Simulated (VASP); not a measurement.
# B5P (P4mm) in VASP: elastic constants with PBE

Aim: the elastic constants of B5P with PBE.

Everything below comes from runs of VASP 6.6.1. Logs are shortened: lines on timing, memory, paths and dates and some standing lists are left out, and cuts for length are marked.

## 1. The cell of the first run

It takes space group P4mm (No. 99, tetragonal). The conventional cell has a = 4.279 Å, b = 4.279 Å, c = 4.416 Å, α = 90.00°, β = 90.00°, γ = 90.00°. Within 2.3 Å of B (site symmetry 4mm) lie 4 B at 1.70 Å and 1 P at 1.89 Å. B (site symmetry m) has 4 B at 1.67 to 1.85 Å and 1 P at 1.94 Å within 2.2 Å. Within 2.6 Å of P (site symmetry 4mm) lie 6 B at 1.89 to 2.52 Å.

## 2. Elastic constants, PBE

File INCAR:

```
  PREC = Accurate
  ENCUT = 500
  EDIFF = 1E-8
  ISMEAR = 0
  SIGMA = 0.01
  LREAL = False
  LASPH = True
  NELM = 120
  ALGO = Normal
  ISIF = 3
  LWAVE = False
  LCHARG = True
  GGA = PE
  NBANDS = 19
  IBRION = 6
  NFREE = 2
  POTIM = 0.015
  NSW = 1
  GGA_COMPAT = False
```

File KPOINTS:

```
Automatic mesh
0
Gamma
  6 6 6
```

File POSCAR:

```
B5P
1.0
    4.2793511689      0.0000000000      0.0000000000
    0.0000000000      4.2793511689      0.0000000000
    0.0000000000      0.0000000000      4.4158235477
B P
5 1
Direct
    0.5000000000      0.5000000000      0.2092722794
    0.5000000000      0.1945604274      0.4550005604
    0.1945604274      0.5000000000      0.4550005604
    0.5000000000      0.8054395726      0.4550005604
    0.8054395726      0.5000000000      0.4550005604
    0.5000000000      0.5000000000      0.7807254788
```

Potentials or basis: VASP PAW PBE potentials, release 64 (B, P).

Run with:

```console
cat potpaw_PBE.64/B/POTCAR potpaw_PBE.64/P/POTCAR > POTCAR
mpirun -np 1 vasp_std > vasp.out
```

OUTCAR:

```text
PREC = Accurate
   ENCUT = 500
   EDIFF = 1E-8
   ISMEAR = 0
   LREAL = False
   LASPH = True
   NELM = 120
   ISIF = 3
   GGA = PE
   IBRION = 6
   NFREE = 2
   POTIM = 0.015
   NSW = 1

 ion  position               nearest neighbor table
   1  0.500  0.500  0.209-   2 1.70   3 1.70   4 1.70   5 1.70   6 1.89   6 2.52
   2  0.500  0.195  0.455-   4 1.67   1 1.70   3 1.85   5 1.85   6 1.94
   3  0.195  0.500  0.455-   5 1.67   1 1.70   4 1.85   2 1.85   6 1.94
   4  0.500  0.805  0.455-   2 1.67   1 1.70   3 1.85   5 1.85   6 1.94
   5  0.805  0.500  0.455-   3 1.67   1 1.70   2 1.85   4 1.85   6 1.94
   6  0.500  0.500  0.781-   1 1.89   2 1.94   3 1.94   4 1.94   5 1.94   1 2.52

  LATTYP: Found a simple tetragonal cell.
 ALAT       =     4.2793511689
 C/A-ratio  =     1.0318909043

  Lattice vectors:

 A1 = (   4.2793511689,   0.0000000000,   0.0000000000)
 A2 = (   0.0000000000,   4.2793511689,   0.0000000000)
 A3 = (   0.0000000000,   0.0000000000,   4.4158235477)

Analysis of symmetry for initial positions (statically):
=====================================================================
 Subroutine PRICEL returns:
 Original cell was already a primitive cell.

 Routine SETGRP: Setting up the symmetry group for a
 simple tetragonal supercell.

 Subroutine GETGRP returns: Found  8 space group operations
 (whereof  8 operations were pure point group operations)
 out of a pool of 16 trial point group operations.

The static configuration has the point symmetry C_4v.

Analysis of symmetry for dynamics (positions and initial velocities):
=====================================================================
 Subroutine PRICEL returns:
 Original cell was already a primitive cell.

 Routine SETGRP: Setting up the symmetry group for a
 simple tetragonal supercell.

 Subroutine GETGRP returns: Found  8 space group operations
 (whereof  8 operations were pure point group operations)
 out of a pool of 16 trial point group operations.

The dynamic configuration has the point symmetry C_4v.

 Subroutine INISYM returns: Found  8 space group operations
 (whereof  8 operations are pure point group operations),
 and found     1 'primitive' translations

----------------------------------------------------------------------------------------

                                     Primitive cell

  volume of cell :      80.8663

  direct lattice vectors                    reciprocal lattice vectors
     4.279351169  0.000000000  0.000000000     0.233680285  0.000000000  0.000000000
     0.000000000  4.279351169  0.000000000     0.000000000  0.233680285  0.000000000
     0.000000000  0.000000000  4.415823548     0.000000000  0.000000000  0.226458324

  length of vectors
     4.279351169  4.279351169  4.415823548     0.233680285  0.233680285  0.226458324

  position of ions in fractional coordinates (direct lattice)
     0.500000000  0.500000000  0.209272279
     0.500000000  0.194560427  0.455000560
     0.194560427  0.500000000  0.455000560
     0.500000000  0.805439573  0.455000560
     0.805439573  0.500000000  0.455000560
     0.500000000  0.500000000  0.780725479

  ion indices of the primitive-cell ions
   primitive index   ion index
                 1           1
                 2           2
                 3           3
                 4           4
                 5           5
                 6           6

----------------------------------------------------------------------------------------

 KPOINTS: Automatic mesh

Automatic generation of k-mesh.
 Grid dimensions read from file:
 generate k-points for:    6    6    6

 Generating k-lattice:

  Cartesian coordinates                     Fractional coordinates (reciprocal lattice)
     0.038946714  0.000000000  0.000000000     0.166666667  0.000000000  0.000000000
     0.000000000  0.038946714  0.000000000     0.000000000  0.166666667  0.000000000
     0.000000000  0.000000000  0.037743054     0.000000000  0.000000000  0.166666667

  Length of vectors
     0.038946714  0.038946714  0.037743054

  Shift w.r.t. Gamma in fractional coordinates (k-lattice)
     0.000000000  0.000000000  0.000000000

[... 76 lines left out ...]
   LHFCALC =     F    Hartree Fock is set to
   AEXX    =    0.0000 exact exchange contribution
   IVDW    =     0    specifies the selected vdW correction
   LEPSILON=     F    determine dielectric tensor
   LRPA    =     F    only Hartree local field effects (RPA)
 finite differences with symmetry
 non-spin polarized calculation
 Gauss-broadening in eV      SIGMA  =   0.01
  energy-cutoff  :      500.00
  volume of cell :       80.87
 maximum number of plane-waves:      2080
 NGX is ok and might be reduce to    32
   NGX = 15   NGY = 15   NGZ = 17

--------------------------------------- Ionic step        1  -------------------------------------------

 number of electron      19.9999999 magnetization

 Free energy of the ion-electron system (eV)
  ---------------------------------------------------
  ext. energy  EPLUGINS =         0.00000000
  ---------------------------------------------------
  free energy    TOTEN  =       -38.28176306 eV

  energy without entropy =      -38.28176306  energy(sigma->0) =      -38.28176306

------------------------ aborting loop because EDIFF is reached ----------------------------------------

  FORCE on cell =-STRESS in cart. coord.  units (eV):
  Direction    XX          YY          ZZ          XY          YZ          ZX
  --------------------------------------------------------------------------------------
  -------------------------------------------------------------------------------------
  Total       -0.0067872     -0.0067872     -0.1048962      0.0000000      0.0000000      0.0000000
  in kB       -0.1344727     -0.1344727     -2.0782732      0.0000000      0.0000000      0.0000000
  external PRESSURE =      -0.7824062 kB  Pullay stress =       0.0000000 kB
[... 101 lines left out ...]
  FREE ENERGIE OF THE ION-ELECTRON SYSTEM (eV)
  ---------------------------------------------------
  free  energy   TOTEN  =       -38.2619198793 eV

  energy  without entropy=      -38.2619198793  energy(sigma->0) =      -38.26191988

[... ionic steps 4 to 24 ...]

--------------------------------------- Ionic step       25  -------------------------------------------

 number of electron      20.0000000 magnetization

------------------------ aborting loop because EDIFF is reached ----------------------------------------
[... 75 lines left out ...]
--------------------------------------- Ionic step       27  -------------------------------------------

 number of electron      19.9999998 magnetization

 Free energy of the ion-electron system (eV)
  ---------------------------------------------------
  ext. energy  EPLUGINS =         0.00000000
  ---------------------------------------------------
  free energy    TOTEN  =       -38.27746200 eV

  energy without entropy =      -38.27746200  energy(sigma->0) =      -38.27746200

 E-fermi :   2.7105     XC(G=0):  -8.6275

 val. band max:        2.6090292377   @ k =   0.0000   0.0000   0.5000
 cond. band min:       3.5639569925   @ k =   0.5000   0.0000   0.0000
 fundamental gap:      0.9549277548
 Fermi energy:         2.7104776531

 k-point     1 :       0.0000    0.0000    0.0000
  band No.  band energies     occupation
      1     -13.2169      2.00000
      2      -6.2903      2.00000
      3      -5.0565      2.00000
      4      -4.8067      2.00000
      5      -4.8067      2.00000
      6      -3.3804      2.00000
[... 505 lines left out ...]
      6      -2.0610      2.00000
[... 11 lines left out ...]
     18      10.7276      0.00000
     19      11.8418      0.00000

 [... further k-points ...]

------------------------ aborting loop because EDIFF is reached ----------------------------------------

  FORCE on cell =-STRESS in cart. coord.  units (eV):
  Direction    XX          YY          ZZ          XY          YZ          ZX
  --------------------------------------------------------------------------------------
  -------------------------------------------------------------------------------------
  Total        0.0912117      0.0912117      0.1941606      0.0000000      0.0000000      0.0000000
  in kB        1.8071474      1.8071474      3.8468408      0.0000000      0.0000000      0.0000000
  external PRESSURE =       2.4870452 kB  Pullay stress =       0.0000000 kB
[... 21 lines left out ...]
  FREE ENERGIE OF THE ION-ELECTRON SYSTEM (eV)
  ---------------------------------------------------
  free  energy   TOTEN  =       -38.2774619954 eV

  energy  without entropy=      -38.2774619954  energy(sigma->0) =      -38.27746200

 INTERNAL STRAIN TENSORS FROM STRAINED CELLS
 ============================================

 INTERNAL STRAIN TENSOR FOR ION    1 for displacements in x,y,z  (eV/Angst):
          X           Y           Z          XY          YZ          ZX
  --------------------------------------------------------------------------------
  x     0.00000     0.00000    -0.00000     0.00000     0.00000    18.31610
  y     0.00000     0.00000    -0.00000     0.00000    18.35325     0.00000
  z     8.15764     8.15830    13.27806    -0.00008    -0.00002     0.00005

 INTERNAL STRAIN TENSORS FROM DISPLACED ATOMS
 ============================================

 INTERNAL STRAIN TENSOR FOR ION    1 for displacements in x,y,z  (eV/Angst):
          X           Y           Z          XY          YZ          ZX
  --------------------------------------------------------------------------------
  x     0.00000     0.00000     0.00000     0.00000     0.00000    18.31918
  y     0.00000     0.00000     0.00000     0.00000    18.31918     0.00000
  z     8.14731     8.14731    13.29289     0.00000     0.00000     0.00000

 INTERNAL STRAIN TENSOR FOR ION    6 for displacements in x,y,z  (eV/Angst):
          X           Y           Z          XY          YZ          ZX
  --------------------------------------------------------------------------------
  x     0.00000     0.00000     0.00000     0.00000     0.00000   -15.03465
  y     0.00000     0.00000     0.00000     0.00000   -15.03465     0.00000
  z    -6.23998    -6.23998   -18.71246     0.00000     0.00000     0.00000

 Eigenvectors and eigenvalues of the dynamical matrix
 ----------------------------------------------------

   1 f  =   37.824326 THz   237.657251 2PiTHz 1261.683718 cm-1   156.428774 meV
             X         Y         Z           dx          dy          dz
      2.139676  2.139676  0.924109    -0.000000   -0.000000    0.343284
      2.139676  0.832592  2.009202     0.000000    0.464431   -0.034851
      0.832592  2.139676  2.009202     0.464431   -0.000000   -0.034851
      2.139676  3.446759  2.009202     0.000000   -0.464431   -0.034851
      3.446759  2.139676  2.009202    -0.464431   -0.000000   -0.034851
      2.139676  2.139676  3.447546     0.000000   -0.000000   -0.120472
[... 145 lines left out ...]
  18 f/i=    0.001951 THz     0.012256 2PiTHz    0.065066 cm-1     0.008067 meV
             X         Y         Z           dx          dy          dz
      2.139676  2.139676  0.924109    -0.000000   -0.000000   -0.356601
      2.139676  0.832592  2.009202    -0.000000    0.000000   -0.356595
      0.832592  2.139676  2.009202     0.000000   -0.000000   -0.356595
      2.139676  3.446759  2.009202    -0.000000   -0.000001   -0.356595
      3.446759  2.139676  2.009202    -0.000001   -0.000000   -0.356595
      2.139676  2.139676  3.447546    -0.000000   -0.000000   -0.603485

--------------------------------------------------------------------------------------------------------

 ELASTIC MODULI CONTR FROM IONIC RELAXATION (kBar)
 Direction    XX          YY          ZZ          XY          YZ          ZX
 --------------------------------------------------------------------------------
 XX         -67.0167    -25.1698    -90.7336     -0.0000     -0.0000      0.0000
 YY         -25.1698    -67.0167    -90.7336     -0.0000      0.0000     -0.0000
 ZZ         -90.7336    -90.7336   -216.9707     -0.0000      0.0000      0.0000
 XY          -0.0000     -0.0000     -0.0000   -264.1539      0.0000      0.0000
 YZ          -0.0000      0.0000      0.0000      0.0000   -721.6632      0.0000
 ZX           0.0000     -0.0000      0.0000      0.0000      0.0000   -721.6632
 --------------------------------------------------------------------------------

 TOTAL ELASTIC MODULI (kBar)
 Direction    XX          YY          ZZ          XY          YZ          ZX
 --------------------------------------------------------------------------------
 XX        3363.7122   -109.8204    165.0017     -0.0000     -0.0000      0.0000
 YY        -109.8204   3363.7122    165.0017     -0.0000      0.0000     -0.0000
 ZZ         165.0017    165.0017   3374.8925     -0.0000      0.0000      0.0000
 XY          -0.0000     -0.0000     -0.0000    292.4538      0.0000      0.0000
 YZ          -0.0000      0.0000      0.0000      0.0000    270.2665      0.0000
 ZX           0.0000     -0.0000      0.0000      0.0000      0.0000    270.2665
 --------------------------------------------------------------------------------
```

Wall time 19 min (1 thread of Intel Xeon Platinum 8259CL at 2.50GHz (Skylake/Cascade Lake), shared host); peak memory 0.34 GiB.

Results:

```
Elastic constants C11, C12, C44                         : 336, -11, 27 GPa
Voigt bulk modulus                                      : 117 GPa
Highest phonon frequency at Γ, LO-TO splitting left out : 1262 cm⁻¹
```

Phonon frequencies in cm⁻¹ (negative: imaginary):
| q point | frequencies |
| --- | --- |
| (0.000, 0.000, 0.000) | 0 0 0 238 238 457 457 498 517 555 695 695 713 916 916 1001 1227 1262 |

Elastic tensor in Voigt notation (GPa, in the Cartesian axes of the cell as first typed):
```
336 -11  17   0   0   0
-11 336  17   0   0   0
 17  17 337   0   0   0
  0   0   0  27   0   0
  0   0   0   0  27   0
  0   0   0   0   0  29
```

Clamped-ion elastic tensor (GPa):
```
343  -8  26   0   0   0
 -8 343  26   0   0   0
 26  26 359   0   0   0
  0   0   0  99   0   0
  0   0   0   0  99   0
  0   0   0   0   0  56
```
